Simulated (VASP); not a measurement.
Wanted: the native input for a VASP 6.6.1 run.

```
Task                   : single point
Functional             : PBEsol
Potentials or basis    : VASP PAW PBE potentials, release 64 (Ti_sv, O)
Cutoff                 : 520 eV
k mesh                 : 24 × 24 × 12
Occupations            : gaussian, width 0.1 eV
Spin                   : no spin polarisation
Dipole correction      : no
Further INCAR settings : ALGO = Normal; EDIFF = 1e-06; NBANDS = 22
```

The structure of Ti2O lies in POSCAR:

```
Ti2O
1.0
    2.9234224583      0.0000000000      0.0000000000
   -1.4617112291      2.5317581149      0.0000000000
    0.0000000000      0.0000000000      4.7520760619
Ti O
2 1
Direct
    0.6666666667      0.3333333333      0.2626749712
    0.3333333333      0.6666666667      0.7373250288
    0.0000000000      0.0000000000      0.0000000000
```

This cell differs from its parent crystal: biaxial strain in the a-b plane: -1.0 %.

One way to write it, as run:

INCAR

```
PREC = Accurate
ENCUT = 520
EDIFF = 1E-6
ISMEAR = 0
SIGMA = 0.1
LREAL = False
LASPH = True
NELM = 60
ALGO = Normal
ISIF = 2
LWAVE = False
LCHARG = False
GGA = PS
NBANDS = 22
```

KPOINTS

```
Automatic mesh
0
Gamma
  24 24 12
```

Potentials or basis: VASP PAW PBE potentials, release 64 (Ti_sv, O).

Run with:

```bash
$ cat potpaw_PBE.64/Ti_sv/POTCAR potpaw_PBE.64/O/POTCAR > POTCAR
$ mpirun -np 1 vasp_std > vasp.out
```

It gave:

```json
{
  "Pressure": "3.3 GPa",
  "Largest force": "0.205 eV/Å",
  "Band gap on the k mesh": "zero (band 15 reaches 10.64 eV, above the bottom of band 16 at 9.83 eV)"
}
```

Caveat: the cell differs from its parent crystal (biaxial strain in the a-b plane: -1.0 %); the PAW data sets were made with another functional, which shifts forces and pressure a little.

It took 10 min on 1 thread of Oxide Virtual Turin-like Processor (shared host), peak memory 0.49 GiB.
